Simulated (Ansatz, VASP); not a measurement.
## Ta4O: VASP beside Ansatz

Contents of INCAR:

```
PREC = Accurate ; ENCUT = 600
EDIFF = 1E-6 ; ISMEAR = 0
SIGMA = 0.1 ; LREAL = False
LASPH = True ; NELM = 100
ALGO = Normal ; ISIF = 3
LWAVE = False ; LCHARG = False
GGA = PE ; IBRION = 2
NSW = 90 ; EDIFFG = -0.04
```

Contents of KPOINTS:

```
Automatic mesh
0
Gamma
  4 4 4
```

File POSCAR:

```
Ta4O
1.0
    4.2079220700      0.0000000000      0.0000000000
    0.0000000000      4.2079220700      0.0000000000
    0.0000000000      0.0000000000      4.2079220700
Ta O
4 1
Direct
    0.5000000000      0.0000000000      0.0000000000
    0.0000000000      0.5000000000      0.0000000000
    0.0000000000      0.0000000000      0.5000000000
    0.5000000000      0.5000000000      0.5000000000
    0.0000000000      0.0000000000      0.0000000000
```

Input for Ansatz:

```yaml
crystal:
  lattice:
    - [4.20792207, 0.0, 0.0]
    - [0.0, 4.20792207, 0.0]
    - [0.0, 0.0, 4.20792207]
  atoms:
    - { symbol: Ta, position: [0.5, 0.0, 0.0] }
    - { symbol: Ta, position: [0.0, 0.5, 0.0] }
    - { symbol: Ta, position: [0.0, 0.0, 0.5] }
    - { symbol: Ta, position: [0.5, 0.5, 0.5] }
    - { symbol: O, position: [0.0, 0.0, 0.0] }
basis:
  ecutwfc: 420
kpoints:
  mp_grid: { grid: [4, 4, 4] }
hamiltonian:
  xc: pbe
scf:
  occupations: { method: gaussian, width: 0.1 }
  lower_state_search: "off"
output:
  forces: true
  stress: true
  eigenvalues: true
relax:
  adjacent_minimum: "off"
  f_tol: 0.04
  max_steps: 70
  cell: { stress_tol: 0.4 }
```

Change from the starting cell: species swapped into the Co4N type (Pm-3m, No. 221).

Alike in both runs: task relaxation of cell and atoms; functional PBE; k mesh 4 × 4 × 4; occupations gaussian, width 0.1 eV; no spin polarisation.

```csv
,VASP,Ansatz
version,VASP 6.6.1,Ansatz 0.2.0
potentials or method,"VASP PAW PBE potentials, release 64 (Ta_pv, O), cutoff 600 eV","scalar-relativistic, plane waves, PAW"
valence electrons in the cell,50,58
```

```tsv
	VASP	Ansatz	Ansatz less VASP
gap on the k mesh at the Fermi level, each at its own relaxed structure (eV)	none	none	-
relaxed volume (Å³/atom)	15.82	15.81	-0.016
relaxed length of the cell vector where the two differ most in proportion (Å)	4.293	4.291	-0.0014
```

A gap of «none» marks a metal or a gap that the smearing closes. VASP's potentials hold 50 valence electrons a cell and Ansatz's 58, so a difference there can come from the potentials and not from the codes.

The k mesh is coarse, so the values compare programs but aren't converged. Spin-orbit coupling is off throughout.
